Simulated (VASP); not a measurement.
# Ge in VASP: single point with PBE

Aim: the single point of Ge with PBE.

Program: VASP 6.6.1. These are calculated values, not measurements. Logs are shortened: lines on timing, memory, paths and dates and some standing lists are left out, and cuts for length are marked.

## 1. The cell of the first run

The cell holds a slab with vacuum, 6 atoms: a = 3.998 Å, b = 3.998 Å, c = 22.430 Å, α = 90.00°, β = 90.00°, γ = 120.00°.

## 2. Single point, PBE

Contents of INCAR:

```
SYSTEM = Ge
PREC = Accurate ; ENCUT = 520
EDIFF = 1E-6 ; ISMEAR = -1
SIGMA = 0.05 ; LREAL = .FALSE.
LASPH = .TRUE. ; NELM = 60
ALGO = Normal ; ISIF = 2
LWAVE = .FALSE. ; LCHARG = .FALSE.
LDIPOL = .TRUE. ; IDIPOL = 3
DIPOL = 0.5 0.5 0.500 ; GGA = PE
NBANDS = 51
```

Contents of KPOINTS:

```
regular mesh
0
G
  8 8 1
  0 0 0
```

Contents of POSCAR:

```
Ge
1.0
    3.9975858431      0.0000000000      0.0000000000
   -1.9987929215      3.4620108940      0.0000000000
    0.0000000000      0.0000000000     22.4295961946
Ge
6
Direct
    0.3333333300      0.6666666600      0.3343796266
    0.6666666700      0.3333333400      0.3713940355
    0.6666666700      0.3333333400      0.4814927956
    0.3333333300      0.6666666600      0.5185072044
    0.3333333300      0.6666666600      0.6286059645
    0.6666666700      0.3333333400      0.6656203734
```

Potentials or basis: VASP PAW PBE potentials, release 64 (Ge_d).

Command:

```bash
$ cat potpaw_PBE.64/Ge_d/POTCAR > POTCAR
$ mpirun -np 1 vasp_std > vasp.out
```

OUTCAR:

```text
SYSTEM = Ge
   PREC = Accurate
   ENCUT = 520
   EDIFF = 1E-6
   ISMEAR = -1
   LREAL = .FALSE.
   LASPH = .TRUE.
   NELM = 60
   ISIF = 2
   GGA = PE

 ion  position               nearest neighbor table
   1  0.333  0.667  0.334-   2 2.45   2 2.45   2 2.45
   2  0.667  0.333  0.371-   1 2.45   1 2.45   1 2.45   3 2.47
   3  0.667  0.333  0.481-   4 2.45   4 2.45   4 2.45   2 2.47
   4  0.333  0.667  0.519-   3 2.45   3 2.45   3 2.45   5 2.47
   5  0.333  0.667  0.629-   6 2.45   6 2.45   6 2.45   4 2.47
   6  0.667  0.333  0.666-   5 2.45   5 2.45   5 2.45

  LATTYP: Found a hexagonal cell.
 ALAT       =     3.9975858431
 C/A-ratio  =     5.6107853777

  Lattice vectors:

 A1 = (   3.9975858431,   0.0000000000,   0.0000000000)
 A2 = (  -1.9987929215,   3.4620108940,   0.0000000000)
 A3 = (   0.0000000000,   0.0000000000,  22.4295961946)

Analysis of symmetry for initial positions (statically):
=====================================================================
 Subroutine PRICEL returns:
 Original cell was already a primitive cell.

 Routine SETGRP: Setting up the symmetry group for a
 hexagonal supercell.

 Subroutine GETGRP returns: Found 12 space group operations
 (whereof 12 operations were pure point group operations)
 out of a pool of 24 trial point group operations.

The static configuration has the point symmetry D_3d.

Analysis of symmetry for dynamics (positions and initial velocities):
=====================================================================
 Subroutine PRICEL returns:
 Original cell was already a primitive cell.

 Routine SETGRP: Setting up the symmetry group for a
 hexagonal supercell.

 Subroutine GETGRP returns: Found 12 space group operations
 (whereof 12 operations were pure point group operations)
 out of a pool of 24 trial point group operations.

The dynamic configuration has the point symmetry D_3d.

 Subroutine INISYM returns: Found 12 space group operations
 (whereof 12 operations are pure point group operations),
 and found     1 'primitive' translations

----------------------------------------------------------------------------------------

                                     Primitive cell

  volume of cell :     310.4186

  direct lattice vectors                    reciprocal lattice vectors
     3.997585843  0.000000000  0.000000000     0.250150976  0.144424733  0.000000000
    -1.998792921  3.462010894  0.000000000     0.000000000  0.288849467  0.000000000
     0.000000000  0.000000000 22.429596195     0.000000000  0.000000000  0.044583950

  length of vectors
     3.997585843  3.997585843 22.429596195     0.288849467  0.288849467  0.044583950

  position of ions in fractional coordinates (direct lattice)
     0.333333330  0.666666660  0.334379627
     0.666666670  0.333333340  0.371394036
     0.666666670  0.333333340  0.481492796
     0.333333330  0.666666660  0.518507204
     0.333333330  0.666666660  0.628605964
     0.666666670  0.333333340  0.665620373

  ion indices of the primitive-cell ions
   primitive index   ion index
                 1           1
                 2           2
                 3           3
                 4           4
                 5           5
                 6           6

----------------------------------------------------------------------------------------

 KPOINTS: regular mesh

Automatic generation of k-mesh.
 Grid dimensions read from file:
 generate k-points for:    8    8    1

 Generating k-lattice:

  Cartesian coordinates                     Fractional coordinates (reciprocal lattice)
     0.031268872  0.018053092  0.000000000     0.125000000  0.000000000  0.000000000
     0.000000000  0.036106183  0.000000000     0.000000000  0.125000000  0.000000000
     0.000000000  0.000000000  0.044583950     0.000000000  0.000000000  1.000000000

  Length of vectors
     0.036106183  0.036106183  0.044583950

  Shift w.r.t. Gamma in fractional coordinates (k-lattice)
     0.000000000  0.000000000  0.000000000

 Subroutine IBZKPT returns following result:
 ===========================================

 Found     10 irreducible k-points:

 Following reciprocal coordinates:
            Coordinates               Weight
  0.000000  0.000000  0.000000      1.000000
  0.125000  0.000000  0.000000      6.000000
  0.250000  0.000000  0.000000      6.000000
  0.375000  0.000000  0.000000      6.000000
  0.500000  0.000000  0.000000      3.000000
  0.125000  0.125000  0.000000      6.000000
  0.250000  0.125000  0.000000     12.000000
  0.375000  0.125000  0.000000     12.000000
  0.250000  0.250000  0.000000      6.000000
  0.375000  0.250000  0.000000      6.000000
   k-points           NKPTS =     10   k-points in BZ     NKDIM =     10   number of bands    NBANDS=     51
   number of dos      NEDOS =    301   number of ions     NIONS =      6
   total plane-waves  NPLWV = 151200
   dimension x,y,z NGX =    30 NGY =   30 NGZ =  168
   dimension x,y,z NGXF=    60 NGYF=   60 NGZF=  336
   ions per type =               6
   NGX,Y,Z   is equivalent  to a cutoff of  12.48, 12.48, 12.45 a.u.
   NGXF,Y,Z  is equivalent  to a cutoff of  24.95, 24.95, 24.90 a.u.
 SYSTEM =  Ge
   PREC   = accura    normal or accurate (medium, high low for compatibility)
   ISTART =      0    job   : 0-new  1-cont  2-samecut
   ICHARG =      2    charge: 1-file 2-atom 10-const
   ISPIN  =      1    spin polarized calculation?
   LNONCOLLINEAR =      F non collinear calculations
   LSORBIT =      F    spin-orbit coupling
   LASPH  =      T    aspherical Exc in radial PAW
   ENCUT  =  520.0 eV  38.22 Ry    6.18 a.u.   7.43  7.43 41.70*2*pi/ulx,y,z
   NELM   =     60;   NELMIN=  2; NELMDL= -5     # of ELM steps
   EDIFF  = 0.1E-05   stopping-criterion for ELM
   LREAL  =      F    real-space projection
   EDIFFG = 0.1E-04   stopping-criterion for IOM
   NSW    =      0    number of steps for IOM
   IBRION =     -1    ionic relax: 0-MD 1-quasi-New 2-CG
   NFREE  =      0    steps in history (QN), initial steepest desc. (CG)
   ISIF   =      2    stress and relaxation
   ISYM   =      2    0-nonsym 1-usesym 2-fastsym
   POTIM  = 0.5000    time-step for ionic-motion
   TEBEG  =    0.0;   TEEND  =   0.0 temperature during run
   PSTRESS=    0.0 pullay stress
   NELECT =      84.0000    total number of electrons
   NUPDOWN=      -1.0000    fix difference up-down
   EMIN   =  10.00;   EMAX   =-10.00  energy-range for DOS
   EFERMI =   0.00;   METHOD = LEGACY
   ISMEAR =    -1;   SIGMA  =   0.05  broadening in eV -4-tet -1-fermi 0-gaus
   EFERMI_NEDOS =   21; number of points for ismear=-14 and -15
   IALGO  =     38    algorithm
   IMIX   =      4    mixing-type and parameters
     AMIX     =   0.40;   BMIX     =  1.00
     AMIX_MAG =   1.60;   BMIX_MAG =  1.00
  volume/ion in A,a.u.               =      51.74       349.13
  Fermi-wavevector in a.u.,A,eV,Ry     =   1.058893  2.001017 15.255589  1.121254
  Thomas-Fermi vector in A             =   2.194219
   LORBIT       =      0    0 simple, 1 ext, 2 COOP (PROOUT), +10 PAW based schemes
   GGA     = PE    functional components
   LHFCALC =     F    Hartree Fock is set to
   AEXX    =    0.0000 exact exchange contribution
   IVDW    =     0    specifies the selected vdW correction
   LEPSILON=     F    determine dielectric tensor
   LRPA    =     F    only Hartree local field effects (RPA)
 non-spin polarized calculation
  energy-cutoff  :      520.00
  volume of cell :      310.42
 maximum number of plane-waves:      8417
 NGX is ok and might be reduce to    30
   NGX = 15   NGY = 15   NGZ = 83

 dipolmoment           0.000000      0.000000      0.000000 electrons x Angstroem

 number of electron      84.0000073 magnetization

 dipolmoment           0.000000      0.000000     -0.000000 electrons x Angstroem

 Free energy of the ion-electron system (eV)
  ---------------------------------------------------
  ext. energy  EPLUGINS =         0.00000000
  ---------------------------------------------------
  free energy    TOTEN  =       -25.13190190 eV

  energy without entropy =      -25.10283384  energy(sigma->0) =      -25.11736787

 E-fermi :  -0.5592     XC(G=0):  -5.0175

 val. band max:       -0.6022889126   @ k =   0.1250   0.0000   0.0000
 cond. band min:      -0.5070806806   @ k =   0.3750   0.2500   0.0000
 fundamental gap:      0.0952082320
 Fermi energy:        -0.5592322129

 k-point     1 :       0.0000    0.0000    0.0000
  band No.  band energies     occupation
      1     -25.1441      2.00000
      2     -25.1441      2.00000
      3     -25.0916      2.00000
      4     -25.0814      2.00000
      5     -25.0771      2.00000
      6     -25.0771      2.00000
[... 43 lines left out ...]
     50       3.3891      0.00000
     51       3.6268      0.00000

 k-point     2 :       0.1250    0.0000    0.0000
  band No.  band energies     occupation
      1     -25.1492      2.00000
      2     -25.1471      2.00000
      3     -25.1003      2.00000
      4     -25.0759      2.00000
      5     -25.0693      2.00000
      6     -25.0620      2.00000
[... 43 lines left out ...]
     50       3.7579      0.00000
     51       3.8208      0.00000

 k-point     3 :       0.2500    0.0000    0.0000
  band No.  band energies     occupation
      1     -25.1541      2.00000
      2     -25.1519      2.00000
      3     -25.1130      2.00000
      4     -25.0697      2.00000
      5     -25.0526      2.00000
      6     -25.0331      2.00000
[... 43 lines left out ...]
     50       4.3666      0.00000
     51       4.5529      0.00000

 k-point     4 :       0.3750    0.0000    0.0000
  band No.  band energies     occupation
      1     -25.1544      2.00000
      2     -25.1512      2.00000
      3     -25.1253      2.00000
      4     -25.0660      2.00000
      5     -25.0370      2.00000
      6     -25.0071      2.00000
[... 43 lines left out ...]
     50       4.2751      0.00000
     51       5.2005      0.00000

 k-point     5 :       0.5000    0.0000    0.0000
  band No.  band energies     occupation
      1     -25.1549      2.00000
      2     -25.1453      2.00000
      3     -25.1336      2.00000
      4     -25.0649      2.00000
      5     -25.0304      2.00000
      6     -24.9954      2.00000
[... 43 lines left out ...]
     50       4.2842      0.00000
     51       5.9246      0.00000

 k-point     6 :       0.1250    0.1250    0.0000
  band No.  band energies     occupation
      1     -25.1530      2.00000
      2     -25.1522      2.00000
      3     -25.1086      2.00000
      4     -25.0726      2.00000
      5     -25.0509      2.00000
      6     -25.0456      2.00000
[... 43 lines left out ...]
     50       3.9695      0.00000
     51       4.0949      0.00000

 k-point     7 :       0.2500    0.1250    0.0000
  band No.  band energies     occupation
      1     -25.1592      2.00000
      2     -25.1512      2.00000
      3     -25.1205      2.00000
      4     -25.0616      2.00000
      5     -25.0365      2.00000
      6     -25.0198      2.00000
[... 43 lines left out ...]
     50       4.5976      0.00000
     51       4.7855      0.00000

 k-point     8 :       0.3750    0.1250    0.0000
  band No.  band energies     occupation
      1     -25.1615      2.00000
      2     -25.1460      2.00000
      3     -25.1320      2.00000
      4     -25.0508      2.00000
      5     -25.0287      2.00000
      6     -24.9994      2.00000
[... 43 lines left out ...]
     50       4.7704      0.00000
     51       5.0188      0.00000

 k-point     9 :       0.2500    0.2500    0.0000
  band No.  band energies     occupation
      1     -25.1668      2.00000
      2     -25.1467      2.00000
      3     -25.1307      2.00000
      4     -25.0401      2.00000
      5     -25.0148      2.00000
      6     -25.0108      2.00000
[... 43 lines left out ...]
     50       4.8954      0.00000
     51       4.9333      0.00000

 k-point    10 :       0.3750    0.2500    0.0000
  band No.  band energies     occupation
      1     -25.1697      2.00000
      2     -25.1424      2.00000
      3     -25.1375      2.00000
      4     -25.0222      2.00000
      5     -25.0137      2.00000
      6     -24.9959      2.00000
[... 43 lines left out ...]
     50       5.3252      0.00000
     51       5.4734      0.00000

------------------------ aborting loop because EDIFF is reached ----------------------------------------

 vacuum level on the upper side and lower side of the slab       (xc-potential included)        -0.124        -0.124

  FORCE on cell =-STRESS in cart. coord.  units (eV):
  Direction    XX          YY          ZZ          XY          YZ          ZX
  --------------------------------------------------------------------------------------
  -------------------------------------------------------------------------------------
  Total        2.4129461      2.4129461      2.3585089      0.0000000      0.0000000      0.0000000
  in kB       12.4540475     12.4540475     12.1730784      0.0000000      0.0000000      0.0000000
  external PRESSURE =      12.3603911 kB  Pullay stress =       0.0000000 kB

 VOLUME and BASIS-vectors are now :
 -----------------------------------------------------------------------------
  energy-cutoff  :      520.00
  volume of cell :      310.42
      direct lattice vectors                 reciprocal lattice vectors
     3.997585843  0.000000000  0.000000000     0.250150976  0.144424733  0.000000000
    -1.998792921  3.462010894  0.000000000     0.000000000  0.288849467  0.000000000
     0.000000000  0.000000000 22.429596195     0.000000000  0.000000000  0.044583950

 POSITION                                       TOTAL-FORCE (eV/Angst)
 -----------------------------------------------------------------------------------
      0.00000      2.30801      7.50000        -0.000000      0.000000     -0.061933
      1.99879      1.15400      8.33022        -0.000000      0.000000     -0.360015
      1.99879      1.15400     10.79969         0.000000     -0.000000      0.161515
      0.00000      2.30801     11.62991        -0.000000      0.000000     -0.161515
      0.00000      2.30801     14.09938         0.000000     -0.000000      0.360015
      1.99879      1.15400     14.92960         0.000000     -0.000000      0.061933
 -----------------------------------------------------------------------------------
    total drift:                                0.000000      0.000000      0.000000

  FREE ENERGIE OF THE ION-ELECTRON SYSTEM (eV)
  ---------------------------------------------------
  free  energy   TOTEN  =       -25.1319018963 eV

  energy  without entropy=      -25.1028338360  energy(sigma->0) =      -25.11736787

 vacuum level on the upper side and lower side of the slab         3.911         3.911
```

Run time: 4.3 min. Hardware: 1 thread of Intel Xeon Platinum 8375C at 2.90GHz (Ice Lake), shared host; peak memory 0.42 GiB.

What came out:

* Free energy: -25.1319 eV
* Largest force: 0.360 eV/Å
* Band gap on the k mesh: zero (bands 42 and 43 overlap by 0.24 eV)

Forces in eV/Å, atoms in the order of the input:
```
Ge   0.000  0.000 -0.062
Ge   0.000  0.000 -0.360
Ge   0.000  0.000  0.162
Ge   0.000  0.000 -0.162
Ge   0.000  0.000  0.360
Ge   0.000  0.000  0.062
```

Levels at points of the mesh, in eV from the Fermi level:
```tsv
k point	band 38	band 39	band 40	band 41	band 42	band 43	band 44	band 45	band 46	band 47
(0.00, 0.00, 0.00)	-0.89	-0.25	-0.25	0.29	0.29	0.51	0.89	1.37	1.66	3.06
(0.50, 0.00, 0.00)	-2.46	-2.15	-1.81	-1.27	-0.88	0.06	1.06	1.64	1.79	3.37
```
